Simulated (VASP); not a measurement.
# RbCl (Fm-3m) in VASP: further runs

The runs below take RbCl through single point, with PBE, r2SCAN.

All numbers are computed with VASP 6.6.1; they aren't measurements. Logs are shortened: lines on timing, memory, paths and dates and some standing lists are left out, and cuts for length are marked.

## 1. The cell of the first run

Symmetry: Fm-3m, No. 225, cubic system. Conventional cell: a = 6.765 Å, b = 6.765 Å, c = 6.765 Å, α = 90.00°, β = 90.00°, γ = 90.00°. Rb (site symmetry m-3m) has 6 Cl at 3.38 Å within 4.4 Å. Within 4.4 Å of Cl (site symmetry m-3m) lie 6 Rb at 3.38 Å.

## 2. Single point, PBE (volume changed by +3%)

The input, INCAR:

```
SYSTEM = RbCl
PREC = Accurate
ENCUT = 500
EDIFF = 1E-6
ISMEAR = 0
SIGMA = 0.01
LREAL = .FALSE.
LASPH = .TRUE.
NELM = 120
ALGO = Normal
ISIF = 2
LWAVE = .FALSE.
LCHARG = .FALSE.
GGA = PE
NBANDS = 15
GGA_COMPAT = .FALSE.
```

The input, KPOINTS:

```
regular mesh
0
G
  6 6 6
  0 0 0
```

The input, POSCAR:

```
RbCl
1.0
    0.0000000000      3.3822878235      3.3822878235
    3.3822878235      0.0000000000      3.3822878235
    3.3822878235      3.3822878235      0.0000000000
Rb Cl
1 1
Direct
    0.0000000000      0.0000000000      0.0000000000
    0.5000000000      0.5000000000      0.5000000000
```

Potentials or basis: VASP PAW PBE potentials, release 64 (Rb_sv, Cl).

Command:

```bash
cat potpaw_PBE.64/Rb_sv/POTCAR potpaw_PBE.64/Cl/POTCAR > POTCAR
mpirun -np 1 vasp_std > vasp.out
```

OUTCAR:

```text
SYSTEM = RbCl
   PREC = Accurate
   ENCUT = 500
   EDIFF = 1E-6
   ISMEAR = 0
   LREAL = .FALSE.
   LASPH = .TRUE.
   NELM = 120
   ISIF = 2
   GGA = PE

 ion  position               nearest neighbor table
   1  0.000  0.000  0.000-   2 3.38   2 3.38   2 3.38   2 3.38   2 3.38   2 3.38
   2  0.500  0.500  0.500-   1 3.38   1 3.38   1 3.38   1 3.38   1 3.38   1 3.38

  LATTYP: Found a face centered cubic cell.
 ALAT       =     6.7645756470

  Lattice vectors:

 A1 = (   0.0000000000,   3.3822878235,   3.3822878235)
 A2 = (   3.3822878235,   0.0000000000,   3.3822878235)
 A3 = (   3.3822878235,   3.3822878235,   0.0000000000)

Analysis of symmetry for initial positions (statically):
=====================================================================
 Subroutine PRICEL returns:
 Original cell was already a primitive cell.

 Routine SETGRP: Setting up the symmetry group for a
 face centered cubic supercell.

 Subroutine GETGRP returns: Found 48 space group operations
 (whereof 48 operations were pure point group operations)
 out of a pool of 48 trial point group operations.

The static configuration has the point symmetry O_h .

Analysis of symmetry for dynamics (positions and initial velocities):
=====================================================================
 Subroutine PRICEL returns:
 Original cell was already a primitive cell.

 Routine SETGRP: Setting up the symmetry group for a
 face centered cubic supercell.

 Subroutine GETGRP returns: Found 48 space group operations
 (whereof 48 operations were pure point group operations)
 out of a pool of 48 trial point group operations.

The dynamic configuration has the point symmetry O_h .

 Subroutine INISYM returns: Found 48 space group operations
 (whereof 48 operations are pure point group operations),
 and found     1 'primitive' translations

----------------------------------------------------------------------------------------

                                     Primitive cell

  volume of cell :      77.3859

  direct lattice vectors                    reciprocal lattice vectors
     0.000000000  3.382287824  3.382287824    -0.147828933  0.147828933  0.147828933
     3.382287824  0.000000000  3.382287824     0.147828933 -0.147828933  0.147828933
     3.382287824  3.382287824  0.000000000     0.147828933  0.147828933 -0.147828933

  length of vectors
     4.783277312  4.783277312  4.783277312     0.256047223  0.256047223  0.256047223

  position of ions in fractional coordinates (direct lattice)
     0.000000000  0.000000000  0.000000000
     0.500000000  0.500000000  0.500000000

  ion indices of the primitive-cell ions
   primitive index   ion index
                 1           1
                 2           2

----------------------------------------------------------------------------------------

 KPOINTS: regular mesh

Automatic generation of k-mesh.
 Grid dimensions read from file:
 generate k-points for:    6    6    6

 Generating k-lattice:

  Cartesian coordinates                     Fractional coordinates (reciprocal lattice)
    -0.024638155  0.024638155  0.024638155     0.166666667  0.000000000  0.000000000
     0.024638155 -0.024638155  0.024638155     0.000000000  0.166666667  0.000000000
     0.024638155  0.024638155 -0.024638155     0.000000000  0.000000000  0.166666667

  Length of vectors
     0.042674537  0.042674537  0.042674537

  Shift w.r.t. Gamma in fractional coordinates (k-lattice)
     0.000000000  0.000000000  0.000000000

 Subroutine IBZKPT returns following result:
 ===========================================

 Found     16 irreducible k-points:

 Following reciprocal coordinates:
            Coordinates               Weight
  0.000000  0.000000  0.000000      1.000000
  0.166667  0.000000  0.000000      8.000000
  0.333333  0.000000  0.000000      8.000000
  0.500000  0.000000  0.000000      4.000000
  0.166667  0.166667  0.000000      6.000000
  0.333333  0.166667  0.000000     24.000000
[... 8 lines left out ...]
 -0.333333  0.333333  0.166667     24.000000
 -0.333333  0.500000  0.166667     12.000000
   k-points           NKPTS =     16   k-points in BZ     NKDIM =     16   number of bands    NBANDS=     15
   number of dos      NEDOS =    301   number of ions     NIONS =      2
   total plane-waves  NPLWV =  46656
   dimension x,y,z NGX =    36 NGY =   36 NGZ =   36
   dimension x,y,z NGXF=    72 NGYF=   72 NGZF=   72
   ions per type =               1   1
   NGX,Y,Z   is equivalent  to a cutoff of  12.51, 12.51, 12.51 a.u.
   NGXF,Y,Z  is equivalent  to a cutoff of  25.02, 25.02, 25.02 a.u.
 SYSTEM =  RbCl
   PREC   = accura    normal or accurate (medium, high low for compatibility)
   ISTART =      0    job   : 0-new  1-cont  2-samecut
   ICHARG =      2    charge: 1-file 2-atom 10-const
   ISPIN  =      1    spin polarized calculation?
   LNONCOLLINEAR =      F non collinear calculations
   LSORBIT =      F    spin-orbit coupling
   LASPH  =      T    aspherical Exc in radial PAW
   ENCUT  =  500.0 eV  36.75 Ry    6.06 a.u.   8.72  8.72  8.72*2*pi/ulx,y,z
   NELM   =    120;   NELMIN=  2; NELMDL= -5     # of ELM steps
   EDIFF  = 0.1E-05   stopping-criterion for ELM
   LREAL  =      F    real-space projection
   EDIFFG = 0.1E-04   stopping-criterion for IOM
   NSW    =      0    number of steps for IOM
   IBRION =     -1    ionic relax: 0-MD 1-quasi-New 2-CG
   NFREE  =      0    steps in history (QN), initial steepest desc. (CG)
   ISIF   =      2    stress and relaxation
   ISYM   =      2    0-nonsym 1-usesym 2-fastsym
   POTIM  = 0.5000    time-step for ionic-motion
   TEBEG  =    0.0;   TEEND  =   0.0 temperature during run
   PSTRESS=    0.0 pullay stress
   NELECT =      16.0000    total number of electrons
   NUPDOWN=      -1.0000    fix difference up-down
   EMIN   =  10.00;   EMAX   =-10.00  energy-range for DOS
   EFERMI =   0.00;   METHOD = LEGACY
   ISMEAR =     0;   SIGMA  =   0.01  broadening in eV -4-tet -1-fermi 0-gaus
   EFERMI_NEDOS =   21; number of points for ismear=-14 and -15
   IALGO  =     38    algorithm
   IMIX   =      4    mixing-type and parameters
     AMIX     =   0.40;   BMIX     =  1.00
     AMIX_MAG =   1.60;   BMIX_MAG =  1.00
  volume/ion in A,a.u.               =      38.69       261.11
  Fermi-wavevector in a.u.,A,eV,Ry     =   0.968042  1.829334 12.750096  0.937106
  Thomas-Fermi vector in A             =   2.097978
   LORBIT       =      0    0 simple, 1 ext, 2 COOP (PROOUT), +10 PAW based schemes
   GGA     = PE    functional components
   LHFCALC =     F    Hartree Fock is set to
   AEXX    =    0.0000 exact exchange contribution
   IVDW    =     0    specifies the selected vdW correction
   LEPSILON=     F    determine dielectric tensor
   LRPA    =     F    only Hartree local field effects (RPA)
 non-spin polarized calculation
 Gauss-broadening in eV      SIGMA  =   0.01
  energy-cutoff  :      500.00
  volume of cell :       77.39
 maximum number of plane-waves:      1989
   NGX = 17   NGY = 17   NGZ = 17

 number of electron      15.9999998 magnetization

 Free energy of the ion-electron system (eV)
  ---------------------------------------------------
  ext. energy  EPLUGINS =         0.00000000
  ---------------------------------------------------
  free energy    TOTEN  =        -6.67347820 eV

  energy without entropy =       -6.67347820  energy(sigma->0) =       -6.67347820

 E-fermi :  -2.0573     XC(G=0):  -7.0264

 val. band max:       -2.1660947266   @ k =   0.0000   0.0000   0.0000
 cond. band min:       2.5783255504   @ k =   0.0000   0.0000   0.0000
 fundamental gap:      4.7444202770
 Fermi energy:        -2.0572768830

 k-point     1 :       0.0000    0.0000    0.0000
  band No.  band energies     occupation
      1     -26.2929      2.00000
      2     -14.0959      2.00000
      3     -10.3416      2.00000
      4     -10.3416      2.00000
      5     -10.3416      2.00000
      6      -2.1661      2.00000
      7      -2.1661      2.00000
      8      -2.1661      2.00000
      9       2.5783      0.00000
     10       5.7597      0.00000
     11       5.7597      0.00000
     12       5.7597      0.00000
     13       6.6915      0.00000
     14       6.6915      0.00000
     15       9.6712      0.00000

 k-point     2 :       0.1667    0.0000    0.0000
  band No.  band energies     occupation
      1     -26.2904      2.00000
      2     -14.1061      2.00000
      3     -10.3443      2.00000
      4     -10.3443      2.00000
      5     -10.3389      2.00000
      6      -2.3868      2.00000
      7      -2.2378      2.00000
      8      -2.2378      2.00000
      9       3.1486      0.00000
     10       5.5781      0.00000
     11       6.0761      0.00000
     12       6.0761      0.00000
     13       7.0452      0.00000
     14       7.0452      0.00000
     15      10.6509      0.00000

 k-point     3 :       0.3333    0.0000    0.0000
  band No.  band energies     occupation
      1     -26.2852      2.00000
      2     -14.1262      2.00000
      3     -10.3498      2.00000
      4     -10.3498      2.00000
      5     -10.3338      2.00000
      6      -2.7542      2.00000
      7      -2.3745      2.00000
      8      -2.3745      2.00000
      9       4.4186      0.00000
     10       5.4982      0.00000
     11       6.9401      0.00000
     12       6.9401      0.00000
     13       7.9500      0.00000
     14       7.9500      0.00000
     15      10.1212      0.00000

 k-point     4 :       0.5000    0.0000    0.0000
  band No.  band energies     occupation
      1     -26.2827      2.00000
      2     -14.1361      2.00000
      3     -10.3524      2.00000
      4     -10.3524      2.00000
      5     -10.3314      2.00000
      6      -2.9133      2.00000
      7      -2.4398      2.00000
      8      -2.4398      2.00000
      9       5.3014      0.00000
     10       5.4992      0.00000
     11       7.6803      0.00000
     12       7.6803      0.00000
     13       8.8944      0.00000
     14       8.8944      0.00000
     15       9.2343      0.00000
[... 163 lines left out ...]
 k-point    14 :       0.5000    0.3333    0.1667
  band No.  band energies     occupation
      1     -26.2820      2.00000
      2     -14.0986      2.00000
      3     -10.4226      2.00000
      4     -10.4066      2.00000
      5     -10.3489      2.00000
      6      -2.6697      2.00000
      7      -2.4035      2.00000
      8      -2.3193      2.00000
      9       4.9389      0.00000
     10       5.0112      0.00000
     11       7.1939      0.00000
     12       7.8168      0.00000
     13       7.9644      0.00000
     14       8.2501      0.00000
     15       9.0795      0.00000

 k-point    15 :      -0.3333    0.3333    0.1667
  band No.  band energies     occupation
      1     -26.2804      2.00000
      2     -14.0932      2.00000
      3     -10.4428      2.00000
      4     -10.4388      2.00000
      5     -10.3390      2.00000
      6      -2.6394      2.00000
      7      -2.4113      2.00000
      8      -2.4049      2.00000
      9       5.3678      0.00000
     10       5.4232      0.00000
     11       7.0128      0.00000
     12       7.0514      0.00000
     13       8.4734      0.00000
     14       9.0026      0.00000
     15       9.4370      0.00000

 k-point    16 :      -0.3333    0.5000    0.1667
  band No.  band energies     occupation
      1     -26.2796      2.00000
      2     -14.0726      2.00000
      3     -10.5004      2.00000
      4     -10.4437      2.00000
      5     -10.3569      2.00000
      6      -2.4733      2.00000
      7      -2.4497      2.00000
      8      -2.3430      2.00000
      9       4.7007      0.00000
     10       6.1437      0.00000
     11       6.2379      0.00000
     12       7.3010      0.00000
     13       8.3663      0.00000
     14       9.1952      0.00000
     15       9.5993      0.00000

------------------------ aborting loop because EDIFF is reached ----------------------------------------

  FORCE on cell =-STRESS in cart. coord.  units (eV):
  Direction    XX          YY          ZZ          XY          YZ          ZX
  --------------------------------------------------------------------------------------
  -------------------------------------------------------------------------------------
  Total       -0.1921056     -0.1921056     -0.1921056      0.0000000     -0.0000000     -0.0000000
  in kB       -3.9773060     -3.9773060     -3.9773060      0.0000000     -0.0000000     -0.0000000
  external PRESSURE =      -3.9773060 kB  Pullay stress =       0.0000000 kB

 VOLUME and BASIS-vectors are now :
 -----------------------------------------------------------------------------
  energy-cutoff  :      500.00
  volume of cell :       77.39
      direct lattice vectors                 reciprocal lattice vectors
     0.000000000  3.382287824  3.382287824    -0.147828933  0.147828933  0.147828933
     3.382287824  0.000000000  3.382287824     0.147828933 -0.147828933  0.147828933
     3.382287824  3.382287824  0.000000000     0.147828933  0.147828933 -0.147828933

 POSITION                                       TOTAL-FORCE (eV/Angst)
 -----------------------------------------------------------------------------------
      0.00000      0.00000      0.00000         0.000000      0.000000     -0.000000
      3.38229      3.38229      3.38229        -0.000000     -0.000000      0.000000
 -----------------------------------------------------------------------------------
    total drift:                                0.000000      0.000000      0.000000

  FREE ENERGIE OF THE ION-ELECTRON SYSTEM (eV)
  ---------------------------------------------------
  free  energy   TOTEN  =        -6.6734782006 eV

  energy  without entropy=       -6.6734782006  energy(sigma->0) =       -6.67347820
```

Run time: 18 s. Hardware: 1 thread of Intel Xeon Platinum 8259CL at 2.50GHz (Skylake/Cascade Lake), shared host; peak memory 0.2 GiB.

What came out:

| Quantity | Value |
| --- | --- |
| Free energy | -6.6735 eV |
| Pressure | -0.4 GPa |
| Band gap on the k mesh | 4.74 eV, direct |

## 3. Single point, PBE (volume changed by +6%)

The input, INCAR:

```
SYSTEM = RbCl
PREC = Accurate
ENCUT = 500
EDIFF = 1E-6
ISMEAR = 0
SIGMA = 0.01
LREAL = .False.
LASPH = .True.
NELM = 120
ALGO = Normal
ISIF = 2
LWAVE = .False.
LCHARG = .False.
GGA = PE
NBANDS = 15
GGA_COMPAT = .False.
```

The input, KPOINTS:

```
regular mesh
0
Gamma
  6 6 6
  0 0 0
```

The input, POSCAR:

```
RbCl
1.0
    0.0000000000      3.4148118170      3.4148118170
    3.4148118170      0.0000000000      3.4148118170
    3.4148118170      3.4148118170      0.0000000000
Rb Cl
1 1
Direct
    0.0000000000      0.0000000000      0.0000000000
    0.5000000000      0.5000000000      0.5000000000
```

Potentials or basis: VASP PAW PBE potentials, release 64 (Rb_sv, Cl).

Command:

```bash
cat potpaw_PBE.64/Rb_sv/POTCAR potpaw_PBE.64/Cl/POTCAR > POTCAR
mpirun -np 1 vasp_std > vasp.out
```

Wall time 20 s (1 thread of Intel Xeon Platinum 8259CL at 2.50GHz (Skylake/Cascade Lake), shared host); peak memory 0.2 GiB.

The run converged. Its results:

```yaml
Free_energy: -6.6660 eV
Pressure: -0.7 GPa
Band_gap_on_the_k_mesh: 4.66 eV, direct
```

Levels at points of the mesh, in eV from the valence-band top:
```csv
k point,band 5,band 6,band 7,band 8,band 9,band 10,band 11,band 12
"(0.00, 0.00, 0.00)",-8.25,0.00,0.00,0.00,4.66,7.90,7.90,7.90
"(0.50, 0.00, 0.00)",-8.24,-0.71,-0.25,-0.25,7.37,7.56,9.74,9.74
"(0.50, 0.50, 0.00)",-8.32,-0.32,-0.11,-0.11,6.26,7.57,9.10,9.80
```

## 4. Single point, r2SCAN (volume changed by -6%)

The input, POSCAR:

```
RbCl
1.0
    0.0000000000      3.2382436989      3.2382436989
    3.2382436989      0.0000000000      3.2382436989
    3.2382436989      3.2382436989      0.0000000000
Rb Cl
1 1
Direct
    0.0000000000      0.0000000000      0.0000000000
    0.5000000000      0.5000000000      0.5000000000
```

The input, INCAR.step1:

```
SYSTEM = RbCl
PREC = Accurate
ENCUT = 550
ISMEAR = 0
SIGMA = 0.01
LREAL = .FALSE.
LASPH = .TRUE.
NELM = 120
NBANDS = 15
GGA = PE
ALGO = Normal
EDIFF = 1E-5
LWAVE = .TRUE.
LCHARG = .FALSE.
GGA_COMPAT = .FALSE.
```

The input, INCAR.step2:

```
SYSTEM = RbCl
PREC = Accurate
ENCUT = 550
EDIFF = 1E-6
ISMEAR = 0
SIGMA = 0.01
LREAL = .FALSE.
LASPH = .TRUE.
NELM = 120
ALGO = Normal
ISIF = 2
LWAVE = .FALSE.
LCHARG = .TRUE.
METAGGA = R2SCAN
LMIXTAU = .TRUE.
LELF = .TRUE.
LVHAR = .TRUE.
NBANDS = 15
ISTART = 1
GGA_COMPAT = .FALSE.
```

The input, KPOINTS:

```
regular mesh
0
G
  6 6 6
  0 0 0
```

Command:

```bash
cat potpaw_PBE.64/Rb_sv/POTCAR potpaw_PBE.64/Cl/POTCAR > POTCAR
cp INCAR.step1 INCAR
mpirun -np 1 vasp_std > vasp.out
cp INCAR.step2 INCAR
mpirun -np 1 vasp_std > vasp.out
```

Wall time 73 s (1 thread of Intel Xeon Platinum 8259CL at 2.50GHz (Skylake/Cascade Lake), shared host); peak memory 0.21 GiB.

Results (log left out):

```
Free energy            : -24.3685 eV
Pressure               : 1.3 GPa
Band gap on the k mesh : 5.76 eV, direct
```

Levels at points of the mesh, in eV from the valence-band top:
| k point | band 6 | band 7 | band 8 | band 9 | band 10 | band 11 |
| --- | --- | --- | --- | --- | --- | --- |
| (0.00, 0.00, 0.00) | 0.00 | 0.00 | 0.00 | 5.76 | 8.64 | 8.64 |
| (0.50, 0.00, 0.00) | -0.92 | -0.38 | -0.38 | 8.38 | 8.71 | 11.08 |
| (0.50, 0.50, 0.00) | -0.32 | -0.10 | -0.10 | 6.62 | 9.14 | 10.50 |

Caveat: the PAW data sets were made with another functional, which shifts forces and pressure a little.

## 5. The runs side by side

```tsv
level	cell	cutoff (eV)	gap on the mesh (eV)	pressure (GPa)
PBE	a = 4.783 Å, angles 60.0°, 2 atoms	500	4.74	-0.4
PBE	a = 4.829 Å, angles 60.0°, 2 atoms	500	4.66	-0.7
r2SCAN	a = 4.580 Å, angles 60.0°, 2 atoms	550	5.76	1.3
```

Alike in all rows: task single point; potentials or basis VASP PAW PBE potentials, release 64 (Rb_sv, Cl); no spin polarisation; k mesh 6 × 6 × 6; smearing gaussian 0.01 eV.

Caveats: the PAW data sets were made with another functional, which shifts forces and pressure a little (some runs).

Absolute energies hang on the potentials; compare differences alone.
